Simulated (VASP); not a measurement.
**MgH16Cl2O8: single point with PBE+D3(BJ)**

System: MgH16Cl2O8.

```
O H Mg Cl
1.0
     6.50611    0.00000    0.00000
     0.00000    6.50611    0.00000
     0.00000    0.00000    6.50611
O H Mg Cl
8 16 1 2
Direct
  0.77392 0.13414 0.62388
  0.06592 0.05645 0.37310
  0.92172 0.60960 0.93066
  0.14087 0.98847 0.84660
  0.71647 0.73357 0.64919
  0.37706 0.55901 0.17571
  0.88077 0.48167 0.37176
  0.39966 0.85092 0.46799
  0.69144 0.24708 0.62627
  0.86257 0.13045 0.50290
  0.20827 0.99159 0.41853
  0.08514 0.17793 0.28223
  0.80421 0.51458 0.94365
  0.03203 0.53892 0.86373
  0.18035 0.13687 0.79121
  0.24451 0.96722 0.95509
  0.61542 0.80598 0.55987
  0.77997 0.63651 0.55383
  0.36101 0.53564 0.03056
  0.41229 0.42445 0.22815
  0.91119 0.56093 0.24714
  0.78010 0.36596 0.33095
  0.45457 0.81616 0.33244
  0.36449 0.70952 0.52114
  0.84341 0.91777 0.84415
  0.28458 0.36306 0.68946
  0.61276 0.05407 0.06526
```

| Property | Result |
| --- | --- |
| Program | VASP 6.6.1 |
| Task | single point |
| Functional | PBE |
| Dispersion | D3(BJ) |
| Potentials or basis | VASP PAW PBE potentials, release 64 (O, H, Mg, Cl) |
| Cutoff | 520 eV |
| k mesh | 1 × 1 × 1 |
| Occupations | fermi-dirac, width 0.05 eV |
| Spin | no spin polarisation |

```json
{"Pressure": "2.1 GPa", "Largest force": "3.724 eV/Å", "Dispersion energy per atom": "-0.057 eV"}
```

Forces on the atoms (eV/Å):
```
O    1.540 -2.476  0.720
O    1.024  0.008 -0.776
O   -1.136  0.250  1.958
O    0.288  0.579  0.519
O   -0.559  0.013 -0.549
O    0.181  0.239  0.321
O   -1.475 -1.605 -0.475
O   -0.280 -1.077  0.313
H   -2.387  2.846  0.275
H    1.026 -0.295 -0.395
H   -1.546  0.881 -0.552
H    0.338 -0.915  0.846
H    0.518  0.330 -0.416
H    1.173 -0.940 -0.805
H   -0.079 -1.005  0.090
H   -0.314 -0.075 -0.361
H   -0.084  0.301  0.452
H    0.588 -0.581 -0.269
H   -0.056 -0.161 -0.924
H    0.000 -0.337  0.200
H   -0.024 -0.155 -0.110
H    1.424  1.807  0.096
H   -0.217  0.067 -0.642
H   -0.351  0.941 -0.193
Mg   0.570 -0.044 -0.254
Cl   0.314  1.101  0.092
Cl  -0.476  0.304  0.838
```

Stress tensor (GPa, compression positive):
```
 1.82 -2.30  0.15
-2.30  0.77  0.49
 0.15  0.49  3.77
```

Levels at points of the mesh, in eV from the Fermi level:
| k point | band 36 | band 37 | band 38 | band 39 | band 40 | band 41 | band 42 | band 43 | band 44 | band 45 |
| --- | --- | --- | --- | --- | --- | --- | --- | --- | --- | --- |
| (0.00, 0.00, 0.00) | -2.16 | -2.00 | -1.83 | -1.61 | -1.27 | 2.59 | 5.39 | 5.64 | 6.09 | 6.18 |

Wall time 20 s on 1 thread of Intel(R) Xeon(R) 6975P-C (Granite Rapids) (shared host), peak memory 0.32 GiB.

Caveat: the k points lie up to 0.97 Å⁻¹ apart, too coarse for converged energies, forces and pressures.
